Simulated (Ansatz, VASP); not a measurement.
## Two plane-wave programs on Li3HSe

File INCAR:

```
SYSTEM = Li3HSe
ALGO = Normal ; EDIFF = 1E-6
ENCUT = 520 ; GGA = PE
ISIF = 2 ; ISMEAR = 0
LASPH = .TRUE. ; LCHARG = .TRUE.
LELF = .TRUE. ; LREAL = .FALSE.
LVHAR = .TRUE. ; LWAVE = .FALSE.
NBANDS = 16 ; NELM = 80
PREC = Accurate ; SIGMA = 0.01
```

Contents of KPOINTS:

```
k-points
0
G
  6 6 6
  0 0 0
```

POSCAR

```
Li3HSe
1.0
    3.9341233355      0.0000000000      0.0000000000
    0.0000000000      3.9341233355      0.0000000000
    0.0000000000      0.0000000000      3.9341233355
Li H Se
3 1 1
Direct
    0.0000000000      0.5000000000      0.5000000000
    0.5000000000      0.0000000000      0.5000000000
    0.5000000000      0.5000000000      0.0000000000
    0.5000000000      0.5000000000      0.5000000000
    0.0000000000      0.0000000000      0.0000000000
```

Input for Ansatz:

```yaml
crystal:
  lattice:
    - [3.9341233355, 0.0, 0.0]
    - [0.0, 3.9341233355, 0.0]
    - [0.0, 0.0, 3.9341233355]
  atoms:
    - { symbol: Li, position: [0.0, 0.5, 0.5] }
    - { symbol: Li, position: [0.5, 0.0, 0.5] }
    - { symbol: Li, position: [0.5, 0.5, 0.0] }
    - { symbol: H, position: [0.5, 0.5, 0.5] }
    - { symbol: Se, position: [0.0, 0.0, 0.0] }
kpoints:
  mp_grid: { grid: [6, 6, 6] }
  band_path:
    path:
      - [0.0, 0.0, 0.0]
      - [0.0, 0.5, 0.0]
      - [0.5, 0.5, 0.0]
      - [0.5, 0.5, 0.5]
      - [0.0, 0.5, 0.5]
      - [0.0, 0.0, 0.5]
    npoints: 1
hamiltonian:
  xc: pbe
scf:
  occupations: { method: fixed }
  n_extra_bands: 5
output:
  forces: true
  stress: true
  eigenvalues: true
```

Alike in both runs: task single point; functional PBE; k mesh 6 × 6 × 6; no spin polarisation.

|  | VASP | Ansatz |
| --- | --- | --- |
| version | VASP 6.6.1 | Ansatz 0.2.0 |
| potentials or method | VASP PAW PBE potentials, release 64 (Li_sv, H, Se) | plane waves, PAW |
| plane-wave cutoff (eV) | 520 | 420 |
| occupations | gaussian, width 0.01 eV | fixed |
| valence electrons in the cell | 16 | 26 |

VASP gave:

* gap on the k mesh at the Fermi level (eV): 3.47

Q: What did Ansatz give for the same quantities?

A: gap on the k mesh at the Fermi level (eV): 3.46.

VASP's potentials hold 16 valence electrons a cell and Ansatz's 26, so a difference there can come from the potentials and not from the codes.

Noted on VASP's run: the cutoff is under 1.25 times that of the potentials, so the pressure is a little rough.
